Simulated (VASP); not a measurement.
# InSb3 (Pm-3m) in VASP: further runs

The runs below take InSb3 through relaxation of the atoms, density of states, with revPBE+D4+U, BLYP.

Program: VASP 6.6.1. These are calculated values, not measurements. Logs are shortened: lines on timing, memory, paths and dates and some standing lists are left out, and cuts for length are marked.

## Step 1: The cell of the first run

The structure is cubic, space group Pm-3m (No. 221). Conventional cell: a = 4.806 Å, b = 4.806 Å, c = 4.806 Å, α = 90.00°, β = 90.00°, γ = 90.00°. In (site symmetry m-3m) has 12 Sb at 3.40 Å within 4.5 Å. Sb (site symmetry 4/mmm) has 4 In at 3.40 Å and 8 Sb at 3.40 Å within 4.5 Å.

## Step 2: Relaxation of the atoms, revPBE+D4+U, collinear spin, ferromagnetic start

Input file INCAR:

```
SYSTEM = InSb3
ALGO = Normal
EDIFF = 1E-7
EDIFFG = -0.07
ENCUT = 520
GGA = RE
IBRION = 2
ISIF = 2
ISMEAR = 0
ISPIN = 2
IVDW = 13
LASPH = .True.
LCHARG = .False.
LDAU = .True.
LDAUJ = 0.86 0
LDAUL = 2 -1
LDAUPRINT = 1
LDAUTYPE = 1
LDAUU = 5.8 0
LORBIT = 11
LREAL = .False.
LWAVE = .False.
MAGMOM = 0.78 1.24 1.24 1.24
NELM = 150
NSW = 50
NUPDOWN = 6.0
PREC = Accurate
SIGMA = 0.1
```

Input file KPOINTS:

```
k-points
0
Gamma
  2 2 2
  0 0 0
```

Input file POSCAR:

```
InSb3
1.0
    4.8063670000      0.0000000000      0.0000000000
    0.0000000000      4.8063670000      0.0000000000
    0.0000000000      0.0000000000      4.8063670000
In Sb
1 3
Direct
    0.9920000000      0.9240000000      0.2340000000
    1.4920000000      0.9240000000      0.7340000000
    0.9920000000      1.4240000000      0.7340000000
    1.4920000000      1.4240000000      0.2340000000
```

Potentials or basis: VASP PAW PBE potentials, release 64 (In_d, Sb).

Run with:

```console
> cat potpaw_PBE.64/In_d/POTCAR potpaw_PBE.64/Sb/POTCAR > POTCAR
> mpirun -np 1 vasp_std > vasp.out
```

OUTCAR:

```text
SYSTEM = InSb3
   EDIFF = 1E-7
   EDIFFG = -0.07
   ENCUT = 520
   GGA = RE
   IBRION = 2
   ISIF = 2
   ISMEAR = 0
   ISPIN = 2
   IVDW = 13
   LASPH = .True.
   LORBIT = 11
   LREAL = .False.
   NELM = 150
   NSW = 50
   NUPDOWN = 6.0
   PREC = Accurate

 ion  position               nearest neighbor table
   1  0.992  0.924  0.234-   2 3.40   3 3.40   4 3.40   2 3.40   3 3.40   3 3.40   4 3.40   3 3.40
                             2 3.40   4 3.40   2 3.40   4 3.40
   2  0.492  0.924  0.734-   1 3.40   3 3.40   4 3.40   1 3.40   4 3.40   3 3.40   4 3.40   4 3.40
                             1 3.40   3 3.40   1 3.40   3 3.40
   3  0.992  0.424  0.734-   1 3.40   2 3.40   4 3.40   1 3.40   4 3.40   1 3.40   2 3.40   1 3.40
                             2 3.40   4 3.40   4 3.40   2 3.40
   4  0.492  0.424  0.234-   1 3.40   2 3.40   3 3.40   2 3.40   3 3.40   1 3.40   2 3.40   2 3.40
                             1 3.40   3 3.40   3 3.40   1 3.40

  LATTYP: Found a simple cubic cell.
 ALAT       =     4.8063670000

  Lattice vectors:

 A1 = (   4.8063670000,   0.0000000000,   0.0000000000)
 A2 = (   0.0000000000,   4.8063670000,   0.0000000000)
 A3 = (   0.0000000000,   0.0000000000,   4.8063670000)

Analysis of symmetry for initial positions (statically):
=====================================================================
 Subroutine PRICEL returns:
 Original cell was already a primitive cell.

 Routine SETGRP: Setting up the symmetry group for a
 simple cubic supercell.

 Subroutine GETGRP returns: Found 48 space group operations
 (whereof  1 operations were pure point group operations)
 out of a pool of 48 trial point group operations.

The static configuration has the point symmetry C_1 .
 The point group associated with its full space group is O_h .

Analysis of symmetry for dynamics (positions and initial velocities):
=====================================================================
 Subroutine PRICEL returns:
 Original cell was already a primitive cell.

 Routine SETGRP: Setting up the symmetry group for a
 simple cubic supercell.

 Subroutine GETGRP returns: Found 48 space group operations
 (whereof  1 operations were pure point group operations)
 out of a pool of 48 trial point group operations.

The dynamic configuration has the point symmetry C_1 .
 The point group associated with its full space group is O_h .

Analysis of structural, dynamic, and magnetic symmetry:
=====================================================================
 Subroutine PRICEL returns:
 Original cell was already a primitive cell.

[... 166 lines left out ...]
  o =  1.0012  v =  1.0000  0.0000  0.0000  0.0000  0.0000  0.0000  0.0000  0.0000  0.0000  0.0000      0.0000  0.0000  0.0000  0.0000  0.0000  0.0000  0.0000  0.0000  0.0000  0.0000

 number of electron      27.9999995 magnetization       6.0000004

 Free energy of the ion-electron system (eV)
  ---------------------------------------------------
  ext. energy  EPLUGINS =         0.00000000
  ---------------------------------------------------
  free energy    TOTEN  =        -7.26256758 eV

  energy without entropy =       -7.26140602  energy(sigma->0) =       -7.26198680

 E-fermi :   6.3626     XC(G=0):  -9.8972

 val. band max:        9.5332996001   @ k =   0.5000   0.0000   0.0000
 cond. band min:       6.5799382026   @ k =   0.5000   0.0000   0.0000
 fundamental gap:     -2.9533613975
 Fermi energy:         9.7318564949

 spin component 1

 k-point     1 :       0.0000    0.0000    0.0000
  band No.  band energies     occupation
      1      -8.9760      1.00000
      2      -8.9760      1.00000
      3      -8.9760      1.00000
      4      -8.9676      1.00000
      5      -8.9676      1.00000
      6      -4.7564      1.00000
[... 68 lines left out ...]
      6      -1.5689      1.00000
[... 12 lines left out ...]
     19      13.8993      0.00000
     20      13.8993      0.00000
 Fermi energy:         6.3626332523

 spin component 2

 k-point     1 :       0.0000    0.0000    0.0000
  band No.  band energies     occupation
      1      -8.7689      1.00000
      2      -8.7689      1.00000
      3      -8.7689      1.00000
      4      -8.7635      1.00000
      5      -8.7635      1.00000
      6      -3.5376      1.00000
[... 81 lines left out ...]
     19      14.9413      0.00000
     20      14.9413      0.00000

------------------------ aborting loop because EDIFF is reached ----------------------------------------

  DFT-D4 for vdW energy calculation

  Edisp (eV):   -3.03962

  FORCE on cell =-STRESS in cart. coord.  units (eV):
  Direction    XX          YY          ZZ          XY          YZ          ZX
  --------------------------------------------------------------------------------------
  -------------------------------------------------------------------------------------
  Total       3.95249     3.95249     3.95249    -0.00000    -0.00000    -0.00000
  in kB      57.03353    57.03353    57.03353    -0.00000    -0.00000    -0.00000
  external pressure =       57.03 kB  Pullay stress =        0.00 kB

 VOLUME and BASIS-vectors are now :
 -----------------------------------------------------------------------------
  energy-cutoff  :      520.00
  volume of cell :      111.03
      direct lattice vectors                 reciprocal lattice vectors
     4.806367000  0.000000000  0.000000000     0.208057354  0.000000000  0.000000000
     0.000000000  4.806367000  0.000000000     0.000000000  0.208057354  0.000000000
     0.000000000  0.000000000  4.806367000     0.000000000  0.000000000  0.208057354

 POSITION                                       TOTAL-FORCE (eV/Angst)
 -----------------------------------------------------------------------------------
      4.76792      4.44108      1.12469         0.000000      0.000000      0.000000
      2.36473      4.44108      3.52787         0.000000      0.000000      0.000000
      4.76792      2.03790      3.52787         0.000000      0.000000      0.000000
      2.36473      2.03790      1.12469         0.000000      0.000000      0.000000
 -----------------------------------------------------------------------------------
    total drift:                                0.000033     -0.000013     -0.000063

  FREE ENERGIE OF THE ION-ELECTRON SYSTEM (eV)
  ---------------------------------------------------
  free  energy   TOTEN  =       -10.3021889640 eV

  energy  without entropy=      -10.3010274013  energy(sigma->0) =      -10.30160818

 reached required accuracy - stopping structural energy minimisation

 total charge

# of ion       s       p       d       tot
------------------------------------------
    1        1.043   0.429   9.935  11.408
    2        1.226   1.092   0.036   2.353
    3        1.226   1.092   0.036   2.353
    4        1.226   1.092   0.036   2.353
--------------------------------------------------
tot          4.720   3.704  10.042  18.466

 magnetization (x)

# of ion       s       p       d       tot
------------------------------------------
    1        0.187   0.310   0.042   0.538
    2        0.034   0.613   0.026   0.673
    3        0.034   0.613   0.026   0.673
    4        0.034   0.613   0.026   0.673
--------------------------------------------------
tot          0.290   2.148   0.120   2.558
```

OSZICAR:

```text
N       E                     dE             d eps       ncg     rms          rms(c)
DAV:   1     0.206983830000E+03    0.20698E+03   -0.11152E+04   320   0.131E+03
DAV:   2     0.147759381647E+02   -0.19221E+03   -0.18835E+03   344   0.312E+02
DAV:   3    -0.584935922573E+01   -0.20625E+02   -0.20147E+02   420   0.102E+02
DAV:   4    -0.676508231512E+01   -0.91572E+00   -0.91344E+00   356   0.192E+01
DAV:   5    -0.680386454808E+01   -0.38782E-01   -0.38761E-01   468   0.402E+00    0.568E+00
DAV:   6    -0.722183619254E+01   -0.41797E+00   -0.46308E-01   392   0.567E+00    0.257E+00
DAV:   7    -0.725920409731E+01   -0.37368E-01   -0.63103E-02   348   0.203E+00    0.133E+00
DAV:   8    -0.726062192752E+01   -0.14178E-02   -0.13262E-02   352   0.740E-01    0.462E-01
DAV:   9    -0.726245837316E+01   -0.18364E-02   -0.23800E-03   348   0.460E-01    0.784E-02
DAV:  10    -0.726252166068E+01   -0.63288E-04   -0.14877E-04   436   0.102E-01    0.388E-02
DAV:  11    -0.726255165413E+01   -0.29993E-04   -0.31316E-05   352   0.371E-02    0.216E-02
DAV:  12    -0.726256652273E+01   -0.14869E-04   -0.19321E-05   348   0.294E-02    0.414E-03
DAV:  13    -0.726256794198E+01   -0.14193E-05   -0.21587E-06   352   0.991E-03    0.198E-03
DAV:  14    -0.726256778598E+01    0.15600E-06   -0.21623E-07   272   0.358E-03    0.101E-03
DAV:  15    -0.726256759956E+01    0.18642E-06   -0.82801E-08   228   0.190E-03    0.373E-04
DAV:  16    -0.726256758015E+01    0.19410E-07   -0.11977E-08   172   0.108E-03
   1 F= -.10302189E+02 E0= -.10301608E+02  d E =-.103022E+02  mag=     6.0000
```

CONTCAR:

```text
InSb3
   1.00000000000000
     4.8063669999999998    0.0000000000000000    0.0000000000000000
     0.0000000000000000    4.8063669999999998    0.0000000000000000
     0.0000000000000000    0.0000000000000000    4.8063669999999998
  In              Sb
     1     3
Direct
     0.9919999999999973    0.9239999999999995    0.2340000000000018
     0.4919999999999973    0.9239999999999995    0.7340000000000018
     0.9919999999999973    0.4239999999999995    0.7340000000000018
     0.4919999999999973    0.4239999999999995    0.2340000000000018

  0.00000000E+00  0.00000000E+00  0.00000000E+00
  0.00000000E+00  0.00000000E+00  0.00000000E+00
  0.00000000E+00  0.00000000E+00  0.00000000E+00
  0.00000000E+00  0.00000000E+00  0.00000000E+00
```

Wall time 26 s (1 thread of Intel Xeon 6975P-C, shared host); peak memory 0.23 GiB.

What came out:

| Quantity | Value |
| --- | --- |
| Free energy | -10.3022 eV |
| Pressure after relaxing | 5.7 GPa |
| Net moment | 6.00 μB per cell |
| Site moments | In +0.54; Sb +0.67 μB |
| Valence electrons inside the program's atomic spheres | In 11.41; Sb 2.35 |
| Dispersion energy per atom | -0.760 eV |

Final structure:
```
CELL_PARAMETERS angstrom
4.80637 0.00000 0.00000
0.00000 4.80637 0.00000
0.00000 0.00000 4.80637
ATOMIC_POSITIONS crystal
In 0.99200 0.92400 0.23400
Sb 0.49200 0.92400 0.73400
Sb 0.99200 0.42400 0.73400
Sb 0.49200 0.42400 0.23400
```

Eigenvalues of the final occupation matrices:
```csv
site,spin,trace,eigenvalues
site 1 d,1,5.00,1.00 1.00 1.00 1.00 1.00
site 1 d,2,4.95,0.99 0.99 0.99 0.99 0.99
```

Caveat: the k points lie up to 0.65 Å⁻¹ apart; the moment is held away from its start; the relaxation stopped at its first step, so nothing moved; the PAW data sets were made with another functional, which shifts forces and pressure a little; spin-orbit coupling is left out, which moves the levels of the heavy elements; the total moment is fixed, so each spin has its own Fermi level; the U is typed as a test and isn't derived for this compound. The state reached can hang on the start; a lower one may exist.

## Step 3: Density of states, BLYP

Input file POSCAR:

```
InSb3
1.0
    4.8063670000      0.0000000000      0.0000000000
    0.0000000000      4.8063670000      0.0000000000
    0.0000000000      0.0000000000      4.8063670000
In Sb
1 3
Direct
    0.0000000000      0.0000000000      0.0000000000
    0.5000000000      0.0000000000      0.5000000000
    0.0000000000      0.5000000000      0.5000000000
    0.5000000000      0.5000000000      0.0000000000
```

Input file INCAR.step1:

```
SYSTEM = InSb3
AGGAC = 1.0 ; AGGAX = 1.0
ALDAC = 0.0 ; ALDAX = 1.0
ALGO = Normal ; EDIFF = 1E-6
ENCUT = 400 ; GGA = B5
GGA_COMPAT = .False. ; ISIF = 2
ISMEAR = 0 ; ISYM = 0
LASPH = .True. ; LCHARG = .True.
LORBIT = 11 ; LREAL = .False.
LWAVE = .False. ; NBANDS = 22
NEDOS = 2001 ; NELM = 120
PREC = Accurate ; SIGMA = 0.1
```

Input file KPOINTS.step1:

```
Automatic mesh
0
Gamma
  2 2 2
  0 0 0.5
```

Input file INCAR.step2:

```
SYSTEM = InSb3
AGGAC = 1.0 ; AGGAX = 1.0
ALDAC = 0.0 ; ALDAX = 1.0
ALGO = Normal ; EDIFF = 1E-6
ENCUT = 400 ; GGA = B5
GGA_COMPAT = .False. ; ICHARG = 11
ISIF = 2 ; ISMEAR = 0
ISYM = 0 ; LASPH = .True.
LCHARG = .False. ; LORBIT = 11
LREAL = .False. ; LWAVE = .False.
NEDOS = 1001 ; NELM = 120
PREC = Accurate ; SIGMA = 0.1
```

Input file KPOINTS.step2:

```
k-points
0
Gamma
  3 3 3
  0 0 0
```

Potentials or basis: VASP PAW PBE potentials, release 64 (In_d, Sb).

Run with:

```console
> cat potpaw_PBE.64/In_d/POTCAR potpaw_PBE.64/Sb/POTCAR > POTCAR
> cp INCAR.step1 INCAR
> cp KPOINTS.step1 KPOINTS
> mpirun -np 1 vasp_std > vasp.out
> cp INCAR.step2 INCAR
> cp KPOINTS.step2 KPOINTS
> mpirun -np 1 vasp_std > vasp.out
```

Run time: 48 s. Hardware: 1 thread of Intel Xeon Platinum 8259CL at 2.50GHz (Skylake/Cascade Lake), shared host; peak memory 0.17 GiB.

The run converged. Its results:

* Valence electrons inside the program's atomic spheres: In 11.36; Sb 2.38

Levels at points of the mesh, in eV from the Fermi level:
| k point | band 10 | band 11 | band 12 | band 13 | band 14 | band 15 | band 16 | band 17 | band 18 |
| --- | --- | --- | --- | --- | --- | --- | --- | --- | --- |
| (0.00, 0.00, 0.00) | -4.11 | -4.11 | -3.64 | 0.53 | 0.53 | 0.53 | 1.76 | 1.76 | 1.76 |

Caveat: the k points lie up to 0.65 Å⁻¹ apart; the PAW data sets were made with another functional, which shifts forces and pressure a little; spin-orbit coupling is left out, which moves the levels of the heavy elements.
